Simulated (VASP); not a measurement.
Write the native input for VASP 6.6.1 that does the following.

```
Task                               : single point
Functional                         : r2SCAN50
Potentials or basis                : VASP PAW PBE potentials, release 64 (C)
Cutoff                             : 520 eV
k mesh                             : 7 × 7 × 7
Occupations                        : fermi-dirac, width 0.05 eV
Spin                               : no spin polarisation
Dipole correction                  : no
Grid for exact exchange (PRECFOCK) : Normal
Further INCAR settings             : ALGO = Normal; EDIFF = 1e-06; NBANDS = 11
Share of exact exchange            : 0.5
```

C:

```
CELL_PARAMETERS angstrom
0.00000 1.81835 1.81835
1.81835 0.00000 1.81835
1.81835 1.81835 0.00000
ATOMIC_POSITIONS crystal
C 0.75000 0.75000 0.75000
C 0.50000 0.50000 0.50000
```

These files were run (other wordings do the same):

POSCAR

```
C
1.0
    0.0000000000      1.8183469191      1.8183469191
    1.8183469191      0.0000000000      1.8183469191
    1.8183469191      1.8183469191      0.0000000000
C
2
Direct
    0.7500000000      0.7500000000      0.7500000000
    0.5000000000      0.5000000000      0.5000000000
```

INCAR.step1

```
SYSTEM = C
PREC = Accurate ; ENCUT = 520
EDIFF = 1E-5 ; ISMEAR = -1
SIGMA = 0.05 ; LREAL = .False.
LASPH = .True. ; NELM = 100
ALGO = Normal ; ISIF = 2
LWAVE = .True. ; LCHARG = .False.
GGA = PE ; NBANDS = 11
```

INCAR.step2

```
SYSTEM = C
PREC = Accurate ; ENCUT = 520
EDIFF = 1E-6 ; ISMEAR = -1
SIGMA = 0.05 ; LREAL = .False.
LASPH = .True. ; NELM = 100
ALGO = Normal ; ISIF = 2
LWAVE = .False. ; LCHARG = .False.
METAGGA = R2SCAN ; LHFCALC = .True.
AEXX = 0.5 ; LMIXTAU = .True.
PRECFOCK = Normal ; ISTART = 1
NBANDS = 11
```

KPOINTS

```
Automatic mesh
0
Gamma
  7 7 7
  0 0 0
```

Potentials or basis: VASP PAW PBE potentials, release 64 (C).

Run with:

```bash
$ cat potpaw_PBE.64/C/POTCAR > POTCAR
$ cp INCAR.step1 INCAR
$ mpirun -np 1 vasp_std > vasp.out
$ cp INCAR.step2 INCAR
$ mpirun -np 1 vasp_std > vasp.out
```

Results of the run:

```json
{"Pressure": "-40.4 GPa", "Band gap on the k mesh": "7.95 eV (least direct gap 9.68 eV)"}
```

Caveat: the k points lie up to 0.43 Å⁻¹ apart; the PAW data sets were made with another functional, which shifts forces and pressure a little; an odd mesh through Γ misses points on the zone boundary, where band edges can lie.

It took 5.8 min on 1 thread of Intel(R) Xeon(R) Platinum 8124M CPU @ 3.00GHz (Skylake/Cascade Lake), on a shared host, peak memory 0.13 GiB.
